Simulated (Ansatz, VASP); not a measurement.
# One calculation of InSb, two programs

INCAR

```
SYSTEM = InSb
PREC = Accurate
ENCUT = 500
EDIFF = 1E-6
ISMEAR = 0
SIGMA = 0.15
LREAL = .FALSE.
LASPH = .TRUE.
NELM = 120
ALGO = Normal
ISIF = 2
LWAVE = .FALSE.
LCHARG = .TRUE.
GGA = PE
LELF = .TRUE.
LVHAR = .TRUE.
NBANDS = 16
GGA_COMPAT = .FALSE.
```

The input KPOINTS:

```
Automatic mesh
0
G
  14 14 8
  0 0 0
```

File POSCAR:

```
InSb
1.0
    3.1631239889      0.0000000000      0.0000000000
    0.0000000000      3.1631239889      0.0000000000
    0.0000000000      0.0000000000      5.9428164719
In Sb
1 1
Direct
    0.0000000000      0.0000000000      0.0000000000
    0.0000000000      0.0000000000      0.5000000000
```

Input for Ansatz:

```yaml
crystal:
  lattice:
    - [3.1631239889, 0.0, 0.0]
    - [0.0, 3.1631239889, 0.0]
    - [0.0, 0.0, 5.9428164719]
  atoms:
    - { symbol: In, position: [0.0, 0.0, 0.0] }
    - { symbol: Sb, position: [0.0, 0.0, 0.5] }
basis:
  ecutwfc: 420
kpoints:
  mp_grid: { grid: [14, 14, 8] }
hamiltonian:
  xc: pbe
  pseudopotentials: { kind: paw, azcp: { folder: soft_1 } }
scf:
  occupations: { method: gaussian, width: 0.15 }
output:
  forces: true
  stress: true
  eigenvalues: true
  write_density: true
  write_potential: true
  elf: true
  volumetric_format: npy
```

Change from the starting cell: mode 4 frozen in at +0.000 Å, strain +e along z and -e/2 along x and y -0.0467.

Alike in both runs: task single point; functional PBE; k mesh 14 × 14 × 8; occupations gaussian, width 0.15 eV; no spin polarisation.

|  | VASP | Ansatz |
| --- | --- | --- |
| version | VASP 6.6.1 | Ansatz 0.2.0 |
| potentials or method | VASP PAW PBE potentials, release 64 (In_d, Sb), cutoff 500 eV | scalar-relativistic, plane waves, PAW |
| valence electrons in the cell | 18 | 28 |

|  | VASP | Ansatz | Ansatz less VASP |
| --- | --- | --- | --- |
| gap on the k mesh at the Fermi level (eV) | none | none | - |
| pressure (GPa) | 0.3 | 0.4 | +0.04 |
| traceless stress, the component that is largest in VASP (GPa) | 3.83 | 3.84 | +0.007 |

A gap of «none» marks a metal or a gap that the smearing closes. VASP's potentials hold 18 valence electrons a cell and Ansatz's 28, so a difference there can come from the potentials and not from the codes.

Neither program's run includes spin-orbit coupling.
